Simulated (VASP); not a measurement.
Runs of VASP 6.6.1 on Ti. The structure is that of space group P6_3/mmc (No. 194), or close to it. The cells are those of the table. 

```tsv
cell	further INCAR settings	gap on the mesh (eV)	pressure (GPa)
a = 2.929, b = 2.929, c = 4.553 Å, angles 90.0, 90.0, 120.0°, 2 atoms	ALGO = Fast; EDIFF = 1e-06; NBANDS = 19	none	-1.8
a = 2.842, b = 2.842, c = 4.670 Å, angles 90.0, 90.0, 120.0°, 2 atoms	ALGO = Fast; EDIFF = 1e-07; NBANDS = 19	none	(b)
a = 2.813, b = 2.813, c = 4.674 Å, angles 90.0, 90.0, 120.0°, 2 atoms	ALGO = Fast; EDIFF = 1e-06; NBANDS = 19	none	(c)
a = 2.871, b = 2.871, c = 4.628 Å, angles 90.0, 90.0, 120.0°, 2 atoms	ALGO = Fast; EDIFF = 1e-07; NBANDS = 19	none	1.1
a = 2.900, b = 2.900, c = 4.683 Å, angles 90.0, 90.0, 120.0°, 2 atoms	ALGO = Fast; EDIFF = 1e-06; NBANDS = 19	none	-2.7
a = 2.813, b = 2.813, c = 4.714 Å, angles 90.0, 90.0, 120.0°, 2 atoms	ALGO = Fast; EDIFF = 1e-06; NBANDS = 19	none	3.9
a = 2.842, b = 2.842, c = 4.646 Å, angles 90.0, 90.0, 120.0°, 2 atoms	ALGO = Fast; EDIFF = 1e-06; NBANDS = 19	none	(a)
a = 2.900, b = 2.900, c = 4.591 Å, angles 90.0, 90.0, 120.0°, 2 atoms	ALGO = Fast; EDIFF = 1e-06; NBANDS = 19	none	-0.4
```

Alike in all rows: task single point; level PBEsol; potentials or basis VASP PAW PBE potentials, release 64 (Ti_sv); no spin polarisation; k mesh 24 × 24 × 12; cutoff (eV) 520; smearing gaussian 0.1 eV.

Q: Estimate the missing entries.

A: (a) 3.0; (b) 2.5; (c) 5.1.

Caveats: the PAW data sets were made with another functional, which shifts forces and pressure a little; the stress differs along the axes, from 1 to 7 GPa (at least some runs); the stress differs along the axes, from -0 to 6 GPa (at least some runs); the cell stands under pressure (at least some runs).

A gap of «none» marks levels without a gap at the run's occupations.
